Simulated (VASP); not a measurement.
# Al in VASP: settings compared

Aim: see how the results for Al move with the level of theory and the settings. Levels: LAK, HSE06. Tasks: single point.

All numbers are computed with VASP 6.6.1; they aren't measurements. Logs are shortened: lines on timing, memory, paths and dates and some standing lists are left out, and cuts for length are marked.

**1. The cell of the first run**

It takes space group I4/mmm (No. 139, tetragonal). Conventional cell: a = 3.182 Å, b = 3.182 Å, c = 3.230 Å, α = 90.00°, β = 90.00°, γ = 90.00°. Within 3.7 Å of Al (site symmetry 4/mmm) lie 14 Al at 2.77 to 3.23 Å.

**2. Single point, LAK (cell strained by +1.5% along z)**

The input, INCAR:

```
METAGGA = LAK
ISMEAR = -1
SIGMA = 0.02
LWAVE = F
LCHARG = F
ISIF = 2
PREC = Accurate
LASPH = T
LREAL = F
ALGO = Normal
EDIFF = 1E-7
NELM = 120
GGA_COMPAT = F
ENCUT = 620
LMIXTAU = T
```

The input, KPOINTS:

```
Automatic mesh
0
Gamma
  23 23 23
  0 0 0
```

The input, POSCAR:

```
Al
1.0
   -1.5912186900      1.5912186900      1.6150869704
    1.5912186900     -1.5912186900      1.6150869704
    1.5912186900      1.5912186900     -1.6150869704
Al
1
Direct
    0.0000000000      0.0000000000      0.0000000000
```

Potentials or basis: VASP PAW PBE potentials, release 64 (Al).

The run is started by

```sh
cat potpaw_PBE.64/Al/POTCAR > POTCAR
mpirun -np 1 vasp_std > vasp.out
```

OUTCAR:

```text
METAGGA = LAK
   ISMEAR = -1
   ISIF = 2
   PREC = Accurate
   LASPH = T
   LREAL = F
   EDIFF = 1E-7
   NELM = 120
   ENCUT = 620

 ion  position               nearest neighbor table
   1  0.000  0.000  0.000-

  LATTYP: Found a body centered tetragonal cell.
 ALAT       =     3.1824373800
 C/A-ratio  =     1.0150000000

  Lattice vectors:

 A1 = (  -1.5912186900,   1.5912186900,   1.6150869704)
 A2 = (   1.5912186900,  -1.5912186900,   1.6150869704)
 A3 = (   1.5912186900,   1.5912186900,  -1.6150869704)

Analysis of symmetry for initial positions (statically):
=====================================================================
 Subroutine PRICEL returns:
 Original cell was already a primitive cell.

 Routine SETGRP: Setting up the symmetry group for a
 body centered tetragonal supercell.

 Subroutine GETGRP returns: Found 16 space group operations
 (whereof 16 operations were pure point group operations)
 out of a pool of 16 trial point group operations.

The static configuration has the point symmetry D_4h.

Analysis of symmetry for dynamics (positions and initial velocities):
=====================================================================
 Subroutine PRICEL returns:
 Original cell was already a primitive cell.

 Routine SETGRP: Setting up the symmetry group for a
 body centered tetragonal supercell.

 Subroutine GETGRP returns: Found 16 space group operations
 (whereof 16 operations were pure point group operations)
 out of a pool of 16 trial point group operations.

The dynamic configuration has the point symmetry D_4h.

 Subroutine INISYM returns: Found 16 space group operations
 (whereof 16 operations are pure point group operations),
 and found     1 'primitive' translations

----------------------------------------------------------------------------------------

                                     Primitive cell

  volume of cell :      16.3575

  direct lattice vectors                    reciprocal lattice vectors
    -1.591218690  1.591218690  1.615086970     0.000000000  0.314224565  0.309580852
     1.591218690 -1.591218690  1.615086970     0.314224565  0.000000000  0.309580852
     1.591218690  1.591218690 -1.615086970     0.314224565  0.314224565  0.000000000

  length of vectors
     2.769920533  2.769920533  2.769920533     0.441109262  0.441109262  0.444380641

  position of ions in fractional coordinates (direct lattice)
     0.000000000  0.000000000  0.000000000
[... 75 lines left out ...]
   NELM   =    120;   NELMIN=  2; NELMDL= -5     # of ELM steps
   EDIFF  = 0.1E-06   stopping-criterion for ELM
   LREAL  =      F    real-space projection
   EDIFFG = 0.1E-05   stopping-criterion for IOM
   NSW    =      0    number of steps for IOM
   IBRION =     -1    ionic relax: 0-MD 1-quasi-New 2-CG
   NFREE  =      0    steps in history (QN), initial steepest desc. (CG)
   ISIF   =      2    stress and relaxation
   ISYM   =      2    0-nonsym 1-usesym 2-fastsym
   POTIM  = 0.5000    time-step for ionic-motion
   TEBEG  =    0.0;   TEEND  =   0.0 temperature during run

   SCALEE = 1.0000    scale energy and forces
   PSTRESS=    0.0 pullay stress
   NELECT =       3.0000    total number of electrons
   NUPDOWN=      -1.0000    fix difference up-down
   EMIN   =  10.00;   EMAX   =-10.00  energy-range for DOS
   EFERMI =   0.00;   METHOD = LEGACY
   ISMEAR =    -1;   SIGMA  =   0.02  broadening in eV -4-tet -1-fermi 0-gaus
   EFERMI_NEDOS =   21; number of points for ismear=-14 and -15
   IALGO  =     38    algorithm
   IMIX   =      4    mixing-type and parameters
     AMIX     =   0.40;   BMIX     =  1.00
     AMIX_MAG =   1.60;   BMIX_MAG =  1.00
  volume/ion in A,a.u.               =      16.36       110.39
  Fermi-wavevector in a.u.,A,eV,Ry     =   0.930129  1.757690 11.770954  0.865141
  Thomas-Fermi vector in A             =   2.056485
   LORBIT       =      0    0 simple, 1 ext, 2 COOP (PROOUT), +10 PAW based schemes
   METAGGA = LAK    functional components
   LHFCALC =     F    Hartree Fock is set to
   AEXX    =    0.0000 exact exchange contribution
   IVDW    =     0    specifies the selected vdW correction
   LEPSILON=     F    determine dielectric tensor
   LRPA    =     F    only Hartree local field effects (RPA)

   CSHIFT  =0.1000    complex shift for real part using Kramers Kronig

   OMEGAMAX=  -1.0    maximum frequency
 non-spin polarized calculation
  energy-cutoff  :      620.00
  volume of cell :       16.36
 maximum number of plane-waves:       590
   NGX = 11   NGY = 11   NGZ = 11

 number of electron       3.0000000 magnetization

 Free energy of the ion-electron system (eV)
  ---------------------------------------------------
  ext. energy  EPLUGINS =         0.00000000
  ---------------------------------------------------
  free energy    TOTEN  =        -2.74347574 eV

  energy without entropy =       -2.74298969  energy(sigma->0) =       -2.74323271

 E-fermi :   8.2083     XC(G=0): -11.0144

 val. band max:        8.1995271025   @ k =   0.2609   0.1304   0.1304
 cond. band min:       8.2112640394   @ k =  -0.3913  -0.4348   0.2174
 fundamental gap:      0.0117369369
 Fermi energy:         8.2082890959

 k-point     1 :       0.0000    0.0000    0.0000
  band No.  band energies     occupation
      1      -3.9361      2.00000
      2      22.3058      0.00000
      3      22.3058      0.00000
      4      22.6827      0.00000
      5      24.4734      0.00000
[... 177 lines left out ...]
 k-point    24 :      -0.4783    0.0435    0.0000
  band No.  band energies     occupation
      1       2.4305      2.00000
      2       5.1138      2.00000
      3      16.1797      0.00000
      4      17.4375      0.00000
      5      19.6317      0.00000

 [... further k-points ...]

------------------------ aborting loop because EDIFF is reached ----------------------------------------

  FORCE on cell =-STRESS in cart. coord.  units (eV):
  Direction    XX          YY          ZZ          XY          YZ          ZX
  --------------------------------------------------------------------------------------
  -------------------------------------------------------------------------------------
  Total       -0.1806999     -0.1806999     -0.0941051      0.0000000      0.0000000      0.0000000
  in kB      -17.6991631    -17.6991631     -9.2173975      0.0000000      0.0000000      0.0000000
  external PRESSURE =     -14.8719079 kB  Pullay stress =       0.0000000 kB

 VOLUME and BASIS-vectors are now :
 -----------------------------------------------------------------------------
  energy-cutoff  :      620.00
  volume of cell :       16.36
      direct lattice vectors                 reciprocal lattice vectors
    -1.591218690  1.591218690  1.615086970     0.000000000  0.314224565  0.309580852
     1.591218690 -1.591218690  1.615086970     0.314224565  0.000000000  0.309580852
     1.591218690  1.591218690 -1.615086970     0.314224565  0.314224565  0.000000000

 POSITION                                       TOTAL-FORCE (eV/Angst)
 -----------------------------------------------------------------------------------
      0.00000      0.00000      0.00000        -0.000000      0.000000      0.000000
 -----------------------------------------------------------------------------------
    total drift:                                0.000000      0.000000      0.000000

  FREE ENERGIE OF THE ION-ELECTRON SYSTEM (eV)
  ---------------------------------------------------
  free  energy   TOTEN  =        -2.7434757362 eV

  energy  without entropy=       -2.7429896861  energy(sigma->0) =       -2.74323271
```

stdout:

```text
POSCAR found type information on POSCAR Al
 POSCAR found :  1 types and       1 ions
 scaLAPACK will be used
 -----------------------------------------------------------------------------
|                                                                             |
|                                                                             |
|     You enforced a specific xc type in the INCAR file but a different       |
|     I HOPE YOU KNOW WHAT YOU ARE DOING!                                     |
|                                                                             |
 -----------------------------------------------------------------------------

 LDA part: xc-table for (None), standard interpolation
 POSCAR, INCAR and KPOINTS ok, starting setup
 FFT: planning ... GRIDC
 FFT: planning ... GRID_SOFT
 FFT: planning ... GRID
 WAVECAR not read
 entering main loop
```

Wall time 2.8 min (1 thread of Intel Xeon 6975P-C (Granite Rapids), shared host); peak memory 0.22 GiB.

What came out:

| Item | Value |
| --- | --- |
| Free energy | -2.7435 eV |
| Pressure | -1.5 GPa |
| Band gap on the k mesh | zero (an odd number of electrons rules out a gap without spin polarisation) |

Stress tensor (GPa, compression positive):
```
-1.77  0.00  0.00
 0.00 -1.77  0.00
 0.00  0.00 -0.92
```

Caveat: the cell differs from its parent crystal (cell strained by +1.5% along z); the PAW data sets were made with another functional, which shifts forces and pressure a little.

**3. Single point, HSE06**

This run uses another cell than the first one, of 15.15 Å³/atom.

The input, POSCAR:

```
Al
1.0
   -1.5587357247      1.5587357247      1.5587357247
    1.5587357247     -1.5587357247      1.5587357247
    1.5587357247      1.5587357247     -1.5587357247
Al
1
Direct
    0.0000000000      0.0000000000      0.0000000000
```

The input, INCAR.step1:

```
PREC     = Accurate       # precision mode
ENCUT    = 520            # plane-wave cutoff, eV
EDIFF    = 1E-5           # SCF threshold, eV
ISMEAR   = -1             # smearing method
SIGMA    = 0.05           # smearing width, eV
LREAL    = False          # projectors in reciprocal space
LASPH    = True           # aspherical terms in the spheres
NELM     = 80             # most SCF steps
ALGO     = Normal         # electronic algorithm
ISIF     = 2              # what is computed and relaxed
LWAVE    = True           # write WAVECAR
LCHARG   = False          # write CHGCAR
NBANDS   = 8              # bands
GGA      = PE             # functional
```

The input, INCAR.step2:

```
PREC     = Accurate       # precision mode
ENCUT    = 520            # plane-wave cutoff, eV
EDIFF    = 1E-7           # SCF threshold, eV
ISMEAR   = -1             # smearing method
SIGMA    = 0.05           # smearing width, eV
LREAL    = False          # projectors in reciprocal space
LASPH    = True           # aspherical terms in the spheres
NELM     = 80             # most SCF steps
ALGO     = Normal         # electronic algorithm
ISIF     = 2              # what is computed and relaxed
LWAVE    = False          # write WAVECAR
LCHARG   = False          # write CHGCAR
GGA      = PE             # functional
LHFCALC  = True           # exact exchange
HFSCREEN = 0.2079         # screening, 1/A
PRECFOCK = Normal       
NBANDS   = 8              # bands
ISTART   = 1
```

The input, KPOINTS:

```
Automatic mesh
0
Gamma
  8 8 8
```

Potentials or basis: VASP PAW PBE potentials, release 64 (Al).

The run is started by

```sh
cat potpaw_PBE.64/Al/POTCAR > POTCAR
cp INCAR.step1 INCAR
mpirun -np 1 vasp_std > vasp.out
cp INCAR.step2 INCAR
mpirun -np 1 vasp_std > vasp.out
```

OUTCAR:

```text
PREC = Accurate
   ENCUT = 520
   EDIFF = 1E-7
   ISMEAR = -1
   LREAL = False
   LASPH = True
   NELM = 80
   ISIF = 2
   GGA = PE
   LHFCALC = True
   HFSCREEN = 0.2079
   PRECFOCK = Normal
   ISTART = 1

 ion  position               nearest neighbor table
   1  0.000  0.000  0.000-

  LATTYP: Found a body centered cubic cell.
 ALAT       =     3.1174714494

  Lattice vectors:

 A1 = (  -1.5587357247,   1.5587357247,   1.5587357247)
 A2 = (   1.5587357247,  -1.5587357247,   1.5587357247)
 A3 = (   1.5587357247,   1.5587357247,  -1.5587357247)

Analysis of symmetry for initial positions (statically):
=====================================================================
 Subroutine PRICEL returns:
 Original cell was already a primitive cell.

 Routine SETGRP: Setting up the symmetry group for a
 body centered cubic supercell.

 Subroutine GETGRP returns: Found 48 space group operations
 (whereof 48 operations were pure point group operations)
 out of a pool of 48 trial point group operations.

The static configuration has the point symmetry O_h .

Analysis of symmetry for dynamics (positions and initial velocities):
=====================================================================
 Subroutine PRICEL returns:
 Original cell was already a primitive cell.

 Routine SETGRP: Setting up the symmetry group for a
 body centered cubic supercell.

 Subroutine GETGRP returns: Found 48 space group operations
 (whereof 48 operations were pure point group operations)
 out of a pool of 48 trial point group operations.

The dynamic configuration has the point symmetry O_h .

 Subroutine INISYM returns: Found 48 space group operations
 (whereof 48 operations are pure point group operations),
 and found     1 'primitive' translations

[... 119 lines left out ...]
   PRECFOCK=normal    Normal, Fast or Accurate (Low or Medium for compatibility)
   ENCUT4O =  -1.0   cutoff for four orbital integrals eV
   NKREDX  =     1    reduce k-point grid by
   NKREDY  =     1    reduce k-point grid by
   NKREDZ  =     1    reduce k-point grid by
   AEXX    =    0.2500 exact exchange contribution
   HFSCREEN=    0.2079 screening length (either q_TF or 0.3 A-1)
   HFSCREENC=   0.2079 screening length for correlation (either q_TF or 0.3 A-1)
   ENCUTFOCK=  -1.0 apply spherical cutoff to Coloumb kernel
   IVDW    =     0    specifies the selected vdW correction
   LEPSILON=     F    determine dielectric tensor
   LRPA    =     F    only Hartree local field effects (RPA)
 non-spin polarized calculation
  energy-cutoff  :      520.00
  volume of cell :       15.15
 maximum number of plane-waves:       420
  NGX = 16; NGY = 16; NGZ = 16

 number of electron       3.0000000 magnetization

 Free energy of the ion-electron system (eV)
  ---------------------------------------------------
  ext. energy  EPLUGINS =         0.00000000
  ---------------------------------------------------
  free energy    TOTEN  =        -3.90911434 eV

  energy without entropy =       -3.90080784  energy(sigma->0) =       -3.90496109

 E-fermi :   9.1358     XC(G=0):  -8.6570

 val. band max:        9.1241765312   @ k =  -0.3750   0.5000   0.2500
 cond. band min:       9.1475302422   @ k =  -0.3750   0.3750   0.1250
 fundamental gap:      0.0233537110
 Fermi energy:         9.1357776863

 k-point     1 :       0.0000    0.0000    0.0000
  band No.  band energies     occupation
      1      -4.4398      2.00000
      2      23.9096      0.00000
      3      23.9096      0.00000
      4      23.9096      0.00000
      5      26.1444      0.00000
      6      26.1444      0.00000
      7      26.1444      0.00000
      8      27.0835      0.00000
[... 243 lines left out ...]
 k-point    24 :      -0.3750    0.3750    0.2500
  band No.  band energies     occupation
      1       2.3893      2.00000
      2      10.5452      0.00000
      3      13.5270      0.00000
      4      15.7627      0.00000
      5      18.9641      0.00000
      6      25.4416      0.00000
      7      27.5511      0.00000
      8      30.9322      0.00000

 [... further k-points ...]

------------------------ aborting loop because EDIFF is reached ----------------------------------------

  FORCE on cell =-STRESS in cart. coord.  units (eV):
  Direction    XX          YY          ZZ          XY          YZ          ZX
  --------------------------------------------------------------------------------------
  -------------------------------------------------------------------------------------
  Total        0.8011644      0.8011644      0.8011644      0.0000000     -0.0000000     -0.0000000
  in kB       84.7334305     84.7334305     84.7334305      0.0000000     -0.0000000     -0.0000000
  external PRESSURE =      84.7334305 kB  Pullay stress =       0.0000000 kB

 VOLUME and BASIS-vectors are now :
 -----------------------------------------------------------------------------
  energy-cutoff  :      520.00
  volume of cell :       15.15
      direct lattice vectors                 reciprocal lattice vectors
    -1.558735725  1.558735725  1.558735725     0.000000000  0.320772785  0.320772785
     1.558735725 -1.558735725  1.558735725     0.320772785  0.000000000  0.320772785
     1.558735725  1.558735725 -1.558735725     0.320772785  0.320772785  0.000000000

 POSITION                                       TOTAL-FORCE (eV/Angst)
 -----------------------------------------------------------------------------------
      0.00000      0.00000      0.00000        -0.000000     -0.000000      0.000000
 -----------------------------------------------------------------------------------
    total drift:                               -0.000000      0.000000     -0.000000

  FREE ENERGIE OF THE ION-ELECTRON SYSTEM (eV)
  ---------------------------------------------------
  free  energy   TOTEN  =        -3.9091143387 eV

  energy  without entropy=       -3.9008078406  energy(sigma->0) =       -3.90496109
```

OUTCAR.step1:

```text
PREC = Accurate
   ENCUT = 520
   EDIFF = 1E-5
   ISMEAR = -1
   LREAL = False
[... 479 lines left out ...]

 POSITION                                       TOTAL-FORCE (eV/Angst)
 -----------------------------------------------------------------------------------
      0.00000      0.00000      0.00000         0.000000     -0.000000     -0.000000
 -----------------------------------------------------------------------------------
    total drift:                                0.000000      0.000000      0.000000

  FREE ENERGIE OF THE ION-ELECTRON SYSTEM (eV)
  ---------------------------------------------------
  free  energy   TOTEN  =        -3.5639174821 eV

  energy  without entropy=       -3.5545375508  energy(sigma->0) =       -3.55922752
```

OSZICAR.step1:

```text
N       E                     dE             d eps       ncg     rms          rms(c)
DAV:   1    -0.205519052524E+01   -0.20552E+01   -0.93496E+02   464   0.207E+02
DAV:   2    -0.358614207055E+01   -0.15310E+01   -0.14880E+01   672   0.198E+01
DAV:   3    -0.359146588038E+01   -0.53238E-02   -0.53217E-02   568   0.133E+00
DAV:   4    -0.359148239384E+01   -0.16513E-04   -0.16514E-04   728   0.607E-02
DAV:   5    -0.359148243438E+01   -0.40540E-07   -0.40863E-07   552   0.218E-03    0.141E+00
DAV:   6    -0.357520089287E+01    0.16282E-01   -0.16938E-03   504   0.187E-01    0.814E-01
DAV:   7    -0.356392264014E+01    0.11278E-01   -0.51097E-03   504   0.303E-01    0.156E-01
DAV:   8    -0.356391748208E+01    0.51581E-05   -0.20618E-05   592   0.318E-02
   1 F= -.35639175E+01 E0= -.35592275E+01  d E =-.937993E-02
```

Run time: 7.8 min. Hardware: 1 thread of Intel Xeon 8259CL, shared host; peak memory 0.23 GiB.

Results:

```yaml
Free_energy: -3.9091 eV
Pressure: 8.5 GPa
Band_gap_on_the_k_mesh: zero (an odd number of electrons rules out a gap without spin polarisation)
```

Caveat: the cell stands under pressure; the PAW data sets were made with another functional, which shifts forces and pressure a little.
